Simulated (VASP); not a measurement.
# P (Cmce) in VASP: notebook

Aim: see how the results for P move with the level of theory and the settings. Levels: PBE+D4, PBE+D3(BJ). Tasks: relaxation of cell and atoms, single point.

Everything below comes from runs of VASP 6.6.1. Logs are shortened: lines on timing, memory, paths and dates and some standing lists are left out, and cuts for length are marked.

## Step 1: The cell of the first run

The structure is orthorhombic, space group Cmce (No. 64). Conventional cell: a = 3.295 Å, b = 10.930 Å, c = 4.544 Å, α = 90.00°, β = 90.00°, γ = 90.00°. P (site symmetry m) has 3 P at 2.20 to 2.25 Å within 2.9 Å.

## Step 2: Relaxation of cell and atoms, PBE+D4

INCAR reads:

```
SYSTEM = P
PREC = Accurate
ENCUT = 600
EDIFF = 1E-7
ISMEAR = -1
SIGMA = 0.05
LREAL = .FALSE.
LASPH = .TRUE.
NELM = 60
ALGO = Fast
ISIF = 3
LWAVE = .FALSE.
LCHARG = .FALSE.
GGA = PE
IVDW = 13
IBRION = 2
NSW = 60
EDIFFG = -0.01
```

KPOINTS reads:

```
Automatic mesh
0
G
  8 8 6
  0 0 0
```

POSCAR reads:

```
P
1.0
    1.6477431241     -5.4650377251      0.0000000000
    1.6477431241      5.4650377251      0.0000000000
    0.0000000000      0.0000000000      4.5436355900
P
4
Direct
    0.9041431300      0.0958568700      0.5888151700
    0.0958568700      0.9041431300      0.4111848300
    0.5958568700      0.4041431300      0.0888151700
    0.4041431300      0.5958568700      0.9111848300
```

Potentials or basis: VASP PAW PBE potentials, release 64 (P).

Run with:

```console
> cat potpaw_PBE.64/P/POTCAR > POTCAR
> mpirun -np 1 vasp_std > vasp.out
```

OUTCAR:

```text
SYSTEM = P
   PREC = Accurate
   ENCUT = 600
   EDIFF = 1E-7
   ISMEAR = -1
   LREAL = .FALSE.
   LASPH = .TRUE.
   NELM = 60
   ISIF = 3
   GGA = PE
   IVDW = 13
   IBRION = 2
   NSW = 60
   EDIFFG = -0.01

 ion  position               nearest neighbor table
   1  0.904  0.096  0.589-   4 2.20   4 2.20   2 2.25
   2  0.096  0.904  0.411-   3 2.20   3 2.20   1 2.25
   3  0.596  0.404  0.089-   2 2.20   2 2.20   4 2.25
   4  0.404  0.596  0.911-   1 2.20   1 2.20   3 2.25

  LATTYP: Found a base centered orthorhombic cell.
 ALAT       =     3.2954862482
 B/A-ratio  =     3.3166806435
 C/A-ratio  =     1.3787451222

  Lattice vectors:

 A1 = (   1.6477431241,  -5.4650377251,   0.0000000000)
 A2 = (   1.6477431241,   5.4650377251,   0.0000000000)
 A3 = (   0.0000000000,   0.0000000000,   4.5436355900)

Analysis of symmetry for initial positions (statically):
=====================================================================
 Subroutine PRICEL returns:
 Original cell was already a primitive cell.

 Routine SETGRP: Setting up the symmetry group for a
 base centered orthorhombic supercell.

 Subroutine GETGRP returns: Found  8 space group operations
 (whereof  4 operations were pure point group operations)
 out of a pool of  8 trial point group operations.

The static configuration has the point symmetry C_2h.
 The point group associated with its full space group is D_2h.

Analysis of symmetry for dynamics (positions and initial velocities):
=====================================================================
 Subroutine PRICEL returns:
 Original cell was already a primitive cell.

 Routine SETGRP: Setting up the symmetry group for a
 base centered orthorhombic supercell.

 Subroutine GETGRP returns: Found  8 space group operations
 (whereof  4 operations were pure point group operations)
 out of a pool of  8 trial point group operations.

The dynamic configuration has the point symmetry C_2h.
 The point group associated with its full space group is D_2h.

 Subroutine INISYM returns: Found  8 space group operations
 (whereof  4 operations are pure point group operations),
 and found     1 'primitive' translations

----------------------------------------------------------------------------------------

                                     Primitive cell

  volume of cell :      81.8307

  direct lattice vectors                    reciprocal lattice vectors
     1.647743124 -5.465037725  0.000000000     0.303445357 -0.091490677  0.000000000
     1.647743124  5.465037725  0.000000000     0.303445357  0.091490677  0.000000000
     0.000000000  0.000000000  4.543635590     0.000000000  0.000000000  0.220088073

  length of vectors
     5.708037731  5.708037731  4.543635590     0.316937894  0.316937894  0.220088073

  position of ions in fractional coordinates (direct lattice)
     0.904143130  0.095856870  0.588815170
     0.095856870  0.904143130  0.411184830
     0.595856870  0.404143130  0.088815170
     0.404143130  0.595856870  0.911184830

  ion indices of the primitive-cell ions
   primitive index   ion index
                 1           1
                 2           2
                 3           3
                 4           4

----------------------------------------------------------------------------------------

 KPOINTS: Automatic mesh

Automatic generation of k-mesh.
 Grid dimensions read from file:
 generate k-points for:    8    8    6

 Generating k-lattice:

  Cartesian coordinates                     Fractional coordinates (reciprocal lattice)
     0.037930670 -0.011436335  0.000000000     0.125000000 -0.000000000  0.000000000
     0.037930670  0.011436335  0.000000000    -0.000000000  0.125000000  0.000000000
     0.000000000  0.000000000  0.036681345     0.000000000  0.000000000  0.166666667

  Length of vectors
     0.039617237  0.039617237  0.036681345

  Shift w.r.t. Gamma in fractional coordinates (k-lattice)
     0.000000000  0.000000000  0.000000000

 Subroutine IBZKPT returns following result:
 ===========================================

 Found     84 irreducible k-points:

 Following reciprocal coordinates:
            Coordinates               Weight
  0.000000  0.000000  0.000000      1.000000
  0.125000  0.000000  0.000000      4.000000
  0.250000  0.000000  0.000000      4.000000
  0.375000  0.000000  0.000000      4.000000
  0.500000  0.000000  0.000000      2.000000
  0.125000  0.125000  0.000000      2.000000
[... 16 lines left out ...]
  0.125000  0.000000  0.166667      8.000000
  0.250000  0.000000  0.166667      8.000000
 [... further k-points ...]
   k-points           NKPTS =     84   k-points in BZ     NKDIM =     84   number of bands    NBANDS=     14
   number of dos      NEDOS =    301   number of ions     NIONS =      4
   total plane-waves  NPLWV =  82944
   dimension x,y,z NGX =    48 NGY =   48 NGZ =   36
   dimension x,y,z NGXF=    96 NGYF=   96 NGZF=   72
   ions per type =               4
   NGX,Y,Z   is equivalent  to a cutoff of  13.98, 13.98, 13.17 a.u.
   NGXF,Y,Z  is equivalent  to a cutoff of  27.96, 27.96, 26.34 a.u.
 SYSTEM =  P
   PREC   = accura    normal or accurate (medium, high low for compatibility)
   ISTART =      0    job   : 0-new  1-cont  2-samecut
   ICHARG =      2    charge: 1-file 2-atom 10-const
   ISPIN  =      1    spin polarized calculation?
   LNONCOLLINEAR =      F non collinear calculations
   LSORBIT =      F    spin-orbit coupling
   LASPH  =      T    aspherical Exc in radial PAW
   ENCUT  =  600.0 eV  44.10 Ry    6.64 a.u.  11.40 11.40  9.07*2*pi/ulx,y,z
   NELM   =     60;   NELMIN=  2; NELMDL= -5     # of ELM steps
   EDIFF  = 0.1E-06   stopping-criterion for ELM
   LREAL  =      F    real-space projection
   EDIFFG = -.1E-01   stopping-criterion for IOM
   NSW    =     60    number of steps for IOM
   IBRION =      2    ionic relax: 0-MD 1-quasi-New 2-CG
   NFREE  =      1    steps in history (QN), initial steepest desc. (CG)
   ISIF   =      3    stress and relaxation
   ISYM   =      2    0-nonsym 1-usesym 2-fastsym
   POTIM  = 0.5000    time-step for ionic-motion
   TEBEG  =    0.0;   TEEND  =   0.0 temperature during run
   PSTRESS=    0.0 pullay stress
   NELECT =      20.0000    total number of electrons
   NUPDOWN=      -1.0000    fix difference up-down
   EMIN   =  10.00;   EMAX   =-10.00  energy-range for DOS
   EFERMI =   0.00;   METHOD = LEGACY
   ISMEAR =    -1;   SIGMA  =   0.05  broadening in eV -4-tet -1-fermi 0-gaus
   EFERMI_NEDOS =   21; number of points for ismear=-14 and -15
   IALGO  =     68    algorithm
   IMIX   =      4    mixing-type and parameters
     AMIX     =   0.40;   BMIX     =  1.00
     AMIX_MAG =   1.60;   BMIX_MAG =  1.00
  volume/ion in A,a.u.               =      20.46       138.06
  Fermi-wavevector in a.u.,A,eV,Ry     =   1.023559  1.934246 14.254450  1.047673
  Thomas-Fermi vector in A             =   2.157299
   LORBIT       =      0    0 simple, 1 ext, 2 COOP (PROOUT), +10 PAW based schemes
   GGA     = PE    functional components
   LHFCALC =     F    Hartree Fock is set to
   AEXX    =    0.0000 exact exchange contribution
   IVDW    =    13    specifies the selected vdW correction
   LEPSILON=     F    determine dielectric tensor
   LRPA    =     F    only Hartree local field effects (RPA)
 conjugate gradient relaxation of ions
 non-spin polarized calculation
 RMM-DIIS sequential band-by-band and
  energy-cutoff  :      600.00
  volume of cell :       81.83
 maximum number of plane-waves:      2758
 NGX is ok and might be reduce to    48
   NGX = 23   NGY = 23   NGZ = 19

--------------------------------------- Ionic step        1  -------------------------------------------

 number of electron      20.0000001 magnetization

 Free energy of the ion-electron system (eV)
  ---------------------------------------------------
  ext. energy  EPLUGINS =         0.00000000
  ---------------------------------------------------
  free energy    TOTEN  =       -21.49131654 eV

  energy without entropy =      -21.49091951  energy(sigma->0) =      -21.49111803

------------------------ aborting loop because EDIFF is reached ----------------------------------------

  DFT-D4 for vdW energy calculation

  Edisp (eV):   -1.44578
[... 111 lines left out ...]
  FREE ENERGIE OF THE ION-ELECTRON SYSTEM (eV)
  ---------------------------------------------------
  free  energy   TOTEN  =       -22.9684476715 eV

  energy  without entropy=      -22.9677333665  energy(sigma->0) =      -22.96809052

 E-fermi :   6.7769     XC(G=0):  -9.9665

 val. band max:        6.6509800959   @ k =   0.5000   0.3750   0.0000
 cond. band min:       6.8100559702   @ k =   0.5000   0.3750   0.0000
 fundamental gap:      0.1590758743
 Fermi energy:         6.7769447647

 k-point     1 :       0.0000    0.0000    0.0000
  band No.  band energies     occupation
      1      -9.0828      2.00000
      2      -6.1585      2.00000
      3      -2.3846      2.00000
      4      -0.2646      2.00000
      5       1.7391      2.00000
      6       2.1941      2.00000
      7       3.0259      2.00000
      8       3.7671      2.00000
      9       4.4297      2.00000
     10       5.5624      2.00000
     11       7.4507      0.00000
     12       8.2052      0.00000
     13       9.0219      0.00000
     14      10.2975      0.00000
[... 377 lines left out ...]
      1      -8.1182      2.00000
      2      -5.6240      2.00000
      3      -3.0992      2.00000
      4      -0.3375      2.00000
      5       0.5963      2.00000
      6       0.9253      2.00000
      7       2.6330      2.00000
      8       3.4041      2.00000
      9       4.4990      2.00000
     10       5.1199      2.00000
     11       7.9416      0.00000
     12       8.5308      0.00000
     13       9.1300      0.00000
     14      10.4249      0.00000

 [... further k-points ...]

[... ionic steps 4 to 14 ...]

--------------------------------------- Ionic step       15  -------------------------------------------

 number of electron      19.9999999 magnetization

------------------------ aborting loop because EDIFF is reached ----------------------------------------
[... 79 lines left out ...]
--------------------------------------- Ionic step       17  -------------------------------------------

 number of electron      19.9999999 magnetization

 Free energy of the ion-electron system (eV)
  ---------------------------------------------------
  ext. energy  EPLUGINS =         0.00000000
  ---------------------------------------------------
  free energy    TOTEN  =       -21.38866498 eV

  energy without entropy =      -21.38624904  energy(sigma->0) =      -21.38745701

 E-fermi :   7.3691     XC(G=0): -10.2201

 val. band max:        7.3670912186   @ k =   0.5000   0.3750   0.0000
 cond. band min:       7.4226168535   @ k =   0.5000   0.3750   0.0000
 fundamental gap:      0.0555256349
 Fermi energy:         7.3691471600

 k-point     1 :       0.0000    0.0000    0.0000
  band No.  band energies     occupation
      1      -8.6813      2.00000
      2      -5.3700      2.00000
      3      -1.9043      2.00000
      4       0.0567      2.00000
      5       2.2353      2.00000
      6       3.0136      2.00000
      7       3.2587      2.00000
      8       4.4479      2.00000
      9       4.6869      2.00000
     10       5.9282      2.00000
     11       8.2906      0.00000
     12       8.5596      0.00000
     13       9.2341      0.00000
     14      10.7138      0.00000
[... 377 lines left out ...]
      1      -7.7213      2.00000
      2      -4.9426      2.00000
      3      -2.7309      2.00000
      4       0.0835      2.00000
      5       0.9980      2.00000
      6       1.3797      2.00000
      7       3.2208      2.00000
      8       3.9550      2.00000
      9       5.0316      2.00000
     10       5.6428      2.00000
     11       8.4745      0.00000
     12       9.0284      0.00000
     13       9.9017      0.00000
     14      10.9292      0.00000

 [... further k-points ...]

------------------------ aborting loop because EDIFF is reached ----------------------------------------

  DFT-D4 for vdW energy calculation

  Edisp (eV):   -1.66230
[... 27 lines left out ...]
  FREE ENERGIE OF THE ION-ELECTRON SYSTEM (eV)
  ---------------------------------------------------
  free  energy   TOTEN  =       -23.0509695339 eV

  energy  without entropy=      -23.0485535993  energy(sigma->0) =      -23.04976157

 reached required accuracy - stopping structural energy minimisation
```

Wall time 51 min (1 thread of AMD EPYC 9755, shared host); peak memory 0.32 GiB.

Results:

```
Free energy                           : -23.0510 eV
Relaxed volume                        : 17.77 Å³/atom
Relaxed cell                          : a = 5.367 Å, b = 5.367 Å, c = 4.200 Å, α = 90.00°, β = 90.00°, γ = 144.03°
Space group after relaxing (to 0.1 Å) : Cmce (No. 64)
Energy gained by relaxing             : 28.5 meV/atom
Ionic steps                           : 17
Pressure after relaxing               : 0.0 GPa
Largest force after relaxing          : 0.006 eV/Å
Band gap on the k mesh                : zero (bands 10 and 11 overlap by 0.20 eV)
Dispersion energy per atom            : -0.416 eV
```

Forces on the atoms (eV/Å):
```
P    0.000  0.005 -0.004
P    0.000 -0.005  0.004
P    0.000 -0.005 -0.004
P    0.000  0.005  0.004
```

The path:
| step | energy change (eV) | largest force (eV/Å) | pressure (GPa) | volume (Å³) |
| --- | --- | --- | --- | --- |
| 1 | 0.0000 | 0.2994 | -1.04 | 81.83 |
| 2 | -0.0216 | 0.2364 | -0.50 | 80.26 |
| 3 | -0.0313 | 0.3147 | 0.19 | 78.47 |
| 4 | -0.0455 | 0.2284 | 0.04 | 77.79 |
| 5 | -0.0719 | 0.0236 | -0.37 | 75.77 |
| 6 | -0.0602 | 0.3989 | -0.86 | 71.78 |
| 7 | -0.0780 | 0.1466 | -0.55 | 74.36 |
| 8 | -0.0930 | 0.1074 | -0.49 | 73.37 |
| 9 | -0.1097 | 0.0473 | -0.22 | 71.46 |
| 10 | -0.1118 | 0.0498 | -0.02 | 70.52 |
| 11 | -0.1123 | 0.0323 | 0.04 | 70.58 |
| 12 | -0.1129 | 0.0423 | 0.22 | 70.75 |
| 13 | -0.1133 | 0.0277 | 0.07 | 70.91 |
| 14 | -0.1136 | 0.0138 | -0.16 | 71.15 |
| 15 | -0.1137 | 0.0127 | -0.11 | 71.12 |
| 16 | -0.1139 | 0.0101 | -0.02 | 71.08 |
| 17 | -0.1139 | 0.0059 | -0.02 | 71.07 |

Final structure:
```
P
1.0
     1.65726   -5.10494    0.00000
     1.65726    5.10494    0.00000
     0.00000    0.00000    4.19999
P
4
Cartesian
  1.6573 -4.0253 2.4092
  1.6573 4.0253 1.7908
  1.6573 -1.0797 0.3092
  1.6573 1.0797 3.8908
```

## Step 3: Single point, PBE+D3(BJ)

This run uses another cell than the first one, of 17.57 Å³/atom.

INCAR reads:

```
SYSTEM = P
PREC     = Accurate       ! precision mode
ENCUT    = 520            ! plane-wave cutoff, eV
EDIFF    = 1E-6           ! SCF threshold, eV
ISMEAR   = -1             ! smearing method
SIGMA    = 0.05           ! smearing width, eV
LREAL    = .False.        ! projectors in reciprocal space
LASPH    = .True.         ! aspherical terms in the spheres
NELM     = 80             ! most SCF steps
ALGO     = Normal         ! electronic algorithm
ISIF     = 2              ! what is computed and relaxed
LWAVE    = .False.        ! write WAVECAR
LCHARG   = .True.         ! write CHGCAR
GGA      = PE             ! functional
IVDW     = 12             ! dispersion correction
LELF     = .True.         ! ELF
LVHAR    = .True.       
NBANDS   = 18             ! bands
```

KPOINTS reads:

```
regular mesh
0
Gamma
  8 8 6
  0 0 0
```

POSCAR reads:

```
P
1.0
    1.6605032704     -5.0842263730      0.0000000000
    1.6605032704      5.0842263730      0.0000000000
    0.0000000000      0.0000000000      4.1634445881
P
4
Direct
    0.8933409616      0.1066590384      0.5715734972
    0.1066590384      0.8933409616      0.4284265028
    0.6066590384      0.3933409616      0.0715734972
    0.3933409616      0.6066590384      0.9284265028
```

Potentials or basis: VASP PAW PBE potentials, release 64 (P).

Run with:

```console
> cat potpaw_PBE.64/P/POTCAR > POTCAR
> mpirun -np 1 vasp_std > vasp.out
```

It took 1.9 min on 1 thread of Oxide Virtual Turin-like, shared host; peak memory 0.22 GiB.

Results (log left out):

```yaml
Free_energy: -22.9669 eV
Pressure: -0.3 GPa
Largest_force: 0.066 eV/Å
Band_gap_on_the_k_mesh: zero (bands 10 and 11 overlap by 0.26 eV)
Dispersion_energy_per_atom: -0.399 eV
```

Forces in eV/Å, atoms in the order of the input:
```
P    0.000 -0.043  0.050
P    0.000  0.043 -0.050
P    0.000  0.043  0.050
P    0.000 -0.043 -0.050
```

Levels at points of the mesh, in eV from the Fermi level:
| k point | band 8 | band 9 | band 10 | band 11 | band 12 | band 13 |
| --- | --- | --- | --- | --- | --- | --- |
| (0.00, 0.00, 0.00) | -2.89 | -2.67 | -1.41 | 1.03 | 1.25 | 1.89 |
| (0.50, 0.00, 0.00) | -3.23 | -2.68 | -2.68 | 0.77 | 0.77 | 1.07 |
| (0.50, 0.50, 0.00) | -2.16 | -1.84 | -0.38 | 0.44 | 0.67 | 2.47 |
| (0.00, 0.00, 0.50) | -3.09 | -0.88 | -0.88 | 1.46 | 1.46 | 2.19 |
| (0.50, 0.00, 0.50) | -5.78 | -2.12 | -2.12 | 1.60 | 1.60 | 4.74 |
| (0.50, 0.50, 0.50) | -2.42 | -1.25 | -1.25 | 1.32 | 1.32 | 2.72 |

The gap in the log of VASP goes by the Fermi energy; the results here count the filled bands.